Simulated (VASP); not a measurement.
**PbO2: single point with r2SCAN**

Crystal: PbO2.

```
CELL_PARAMETERS angstrom
5.08352 0.00000 0.00000
0.00000 5.08352 0.00000
0.00000 0.00000 3.35131
ATOMIC_POSITIONS crystal
Pb 0.00000 0.00000 0.00000
Pb 0.50000 0.50000 0.50000
O 0.30774 0.30774 0.00000
O 0.19226 0.80774 0.50000
O 0.80774 0.19226 0.50000
O 0.69226 0.69226 0.00000
```

This cell differs from its parent crystal: epitaxial xy strain +2.0%.

| Property | Result |
| --- | --- |
| Program | VASP 6.6.1 |
| Task | single point |
| Functional | r2SCAN |
| Potentials or basis | VASP PAW PBE potentials, release 64 (Pb_d, O) |
| Cutoff | 520 eV |
| k mesh | 6 × 6 × 8 |
| Occupations | fermi-dirac, width 0.02 eV |
| Spin | no spin polarisation |

```
Pressure               : -1.2 GPa
Largest force          : 0.019 eV/Å
Band gap on the k mesh : 0.10 eV (least direct gap 0.33 eV)
```

Forces on the atoms (eV/Å):
```
Pb   0.000  0.000  0.000
Pb   0.000  0.000  0.000
O   -0.014 -0.014  0.000
O    0.014 -0.014  0.000
O   -0.014  0.014  0.000
O    0.014  0.014  0.000
```

Stress tensor (GPa, compression positive):
```
-2.36  0.00  0.00
 0.00 -2.36  0.00
 0.00  0.00  0.98
```

Levels at points of the mesh, in eV from the valence-band top:
| k point | band 24 | band 25 | band 26 | band 27 | band 28 | band 29 |
| --- | --- | --- | --- | --- | --- | --- |
| (0.00, 0.00, 0.00) | -0.45 | -0.45 | -0.30 | 0.10 | 4.80 | 6.69 |
| (0.50, 0.00, 0.00) | -0.48 | -0.37 | -0.37 | 2.71 | 2.71 | 7.30 |
| (0.50, 0.50, 0.00) | -0.52 | -0.50 | -0.50 | 3.22 | 3.22 | 7.45 |
| (0.00, 0.00, 0.50) | -1.08 | -0.76 | -0.76 | 4.16 | 4.16 | 9.47 |
| (0.50, 0.00, 0.50) | -0.77 | -0.18 | -0.18 | 4.43 | 4.43 | 7.86 |
| (0.50, 0.50, 0.50) | -0.65 | -0.55 | -0.55 | 3.25 | 3.25 | 8.96 |

Run time: 7.1 min on 1 thread of Intel(R) Xeon(R) Platinum 8488C (Sapphire Rapids) (shared host), peak memory 0.29 GiB.

Caveat: the cell differs from its parent crystal (epitaxial xy strain +2.0%); the PAW data sets were made with another functional, which shifts forces and pressure a little; spin-orbit coupling is left out, which moves the levels of the heavy elements. A k mesh can miss the band edges.
